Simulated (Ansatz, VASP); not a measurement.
# One calculation of SrO, two programs

File INCAR:

```
SYSTEM = SrO
PREC = Accurate
ENCUT = 600
EDIFF = 1E-6
ISMEAR = 0
SIGMA = 0.01
LREAL = .False.
LASPH = .True.
NELM = 120
ALGO = Normal
ISIF = 2
LWAVE = .False.
LCHARG = .False.
GGA = PS
NBANDS = 15
GGA_COMPAT = .False.
```

The input KPOINTS:

```
Automatic mesh
0
Gamma
  6 6 6
  0 0 0
```

Contents of POSCAR:

```
SrO
1.0
    0.0000000000      2.5800000000      2.5800000000
    2.5800000000      0.0000000000      2.5800000000
    2.5800000000      2.5800000000      0.0000000000
Sr O
1 1
Direct
    0.0000000000      0.0000000000      0.0000000000
    0.5000000000      0.5000000000      0.5000000000
```

Input for Ansatz:

```yaml
crystal:
  lattice:
    - [0.0, 2.58, 2.58]
    - [2.58, 0.0, 2.58]
    - [2.58, 2.58, 0.0]
  atoms:
    - { symbol: Sr, position: [0.0, 0.0, 0.0] }
    - { symbol: O, position: [0.5, 0.5, 0.5] }
basis:
  ecutwfc: 420
kpoints:
  mp_grid: { grid: [6, 6, 6] }
  band_path:
    path:
      - [0.0, 0.0, 0.0]
      - [0.0, 0.0, 0.0]
      - [0.0, 0.0, 0.0]
      - [0.0, 0.0, 0.0]
      - [0.0, 0.0, 0.0]
      - [0.0, 0.0, 0.0]
      - [0.0, 0.0, 0.0]
      - [0.0, 0.0, 0.0]
      - [0.0, 0.0, 0.0]
      - [0.0, 0.0, 0.0]
      - [0.0, 0.0, 0.0]
      - [0.0, 0.0, 0.0]
      - [0.0, 0.0, 0.0]
      - [0.0, 0.0, 0.0]
      - [0.0, 0.0, 0.0]
      - [0.0, 0.0, 0.0]
      - [0.0, 0.0, 0.0]
      - [0.0, 0.0, 0.0]
      - [0.0, 0.0, 0.0]
      - [0.0, 0.0, 0.0]
      - [0.0, 0.0, 0.0]
      - [0.0, 0.0, 0.0]
      - [0.0, 0.0, 0.0]
      - [0.0, 0.0, 0.0]
      - [0.0, 0.0, 0.0]
      - [0.0, 0.0, 0.0]
      - [0.3, 0.3, 0.0]
      - [0.3166666667, 0.3166666667, 0.0]
      - [0.3333333333, 0.3333333333, 0.0]
      - [0.35, 0.35, 0.0]
      - [0.3666666667, 0.3666666667, 0.0]
      - [0.3833333333, 0.3833333333, 0.0]
      - [0.4, 0.4, 0.0]
      - [0.4166666667, 0.4166666667, 0.0]
      - [0.4333333333, 0.4333333333, 0.0]
      - [0.45, 0.45, 0.0]
      - [0.4666666667, 0.4666666667, 0.0]
      - [0.4833333333, 0.4833333333, 0.0]
      - [0.5, 0.5, 0.0]
      - [0.5, 0.5, 0.5]
      - [0.5, 0.5, 0.5]
      - [0.5, 0.5, 0.5]
      - [0.5, 0.5, 0.5]
      - [0.5, 0.5, 0.5]
      - [0.5, 0.5, 0.5]
      - [0.5, 0.5, 0.5]
      - [0.5, 0.5, 0.5]
      - [0.5, 0.5, 0.5]
      - [0.5, 0.5, 0.5]
      - [0.5, 0.5, 0.5]
      - [0.5, 0.5, 0.5]
      - [0.5, 0.5, 0.5]
      - [0.5, 0.5, 0.5]
      - [0.5, 0.5, 0.5]
      - [0.5, 0.5, 0.5]
      - [0.5, 0.5, 0.5]
      - [0.5, 0.5, 0.5]
      - [0.5, 0.5, 0.5]
      - [0.5, 0.5, 0.5]
      - [0.5, 0.5, 0.5]
      - [0.5, 0.5, 0.5]
      - [0.5, 0.5, 0.5]
      - [0.5, 0.5, 0.5]
      - [0.5, 0.5, 0.5]
      - [0.5, 0.5, 0.5]
    npoints: 1
hamiltonian:
  xc: pbesol
scf:
  occupations: { method: fixed }
  n_extra_bands: 5
output:
  eigenvalues: true
```

Alike in both runs: task single point; functional PBEsol; k mesh 6 × 6 × 6; no spin polarisation.

|  | VASP | Ansatz |
| --- | --- | --- |
| version | VASP 6.6.1 | Ansatz 0.2.0 |
| potentials or method | VASP PAW PBE potentials, release 64 (Sr_sv, O), cutoff 600 eV | scalar-relativistic, plane waves, PAW |
| occupations | gaussian, width 0.01 eV | fixed |
| valence electrons in the cell | 16 | 16 |

VASP gave:

* gap on the k mesh at the Fermi level (eV): 3.16
* least direct gap on the mesh (eV): 3.26

Question: Estimate Ansatz's values.

Answer: gap on the k mesh at the Fermi level (eV): 3.21; least direct gap on the mesh (eV): 3.29.

VASP's potentials were made for PBE, not for PBEsol.
